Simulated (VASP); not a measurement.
Input of a VASP 6.6.1 run:

The input POSCAR:

```
Al2Ru
1.0
    3.2154751250      0.0000000000      0.0000000000
    0.0000000000      3.2154751250      0.0000000000
    0.0000000000      0.0000000000      8.2929737052
Al Ru
4 2
Direct
    0.5000000000      0.5000000000      0.1604708115
    0.0000000000      0.0000000000      0.3395291885
    0.0000000000      0.0000000000      0.6604708115
    0.5000000000      0.5000000000      0.8395291885
    0.0000000000      0.0000000000      0.0000000000
    0.5000000000      0.5000000000      0.5000000000
```

File INCAR.step1:

```
PREC = Accurate
ENCUT = 520
ISMEAR = 0
SIGMA = 0.1
LREAL = False
LASPH = True
NELM = 100
NBANDS = 29
GGA = PE
ALGO = Normal
EDIFF = 1E-4
LWAVE = True
LCHARG = False
```

INCAR.step2

```
PREC = Accurate
ENCUT = 520
EDIFF = 1E-6
ISMEAR = 0
SIGMA = 0.1
LREAL = False
LASPH = True
NELM = 100
ALGO = Normal
ISIF = 2
LWAVE = False
LCHARG = False
METAGGA = R2SCAN
LMIXTAU = True
NBANDS = 29
ISTART = 1
```

Contents of KPOINTS:

```
Automatic mesh
0
Gamma
  12 12 4
```

Potentials or basis: VASP PAW PBE potentials, release 64 (Al, Ru_pv).

Launch:

```sh
$ cat potpaw_PBE.64/Al/POTCAR potpaw_PBE.64/Ru_pv/POTCAR > POTCAR
$ cp INCAR.step1 INCAR
$ mpirun -np 1 vasp_std > vasp.out
$ cp INCAR.step2 INCAR
$ mpirun -np 1 vasp_std > vasp.out
```

(1) Predict the pressure.

(2) Predict the band gap on the k mesh.

(3) Predict the largest force.

Answers

(1) -6.8 GPa.

(2) zero (bands 20 and 21 overlap by 0.15 eV).

(3) 0.085 eV/Å.

Caveat: the cell differs from its parent crystal (biaxial strain in the a-b plane: +3.0 %); the cell stands under tension; the PAW data sets were made with another functional, which shifts forces and pressure a little.
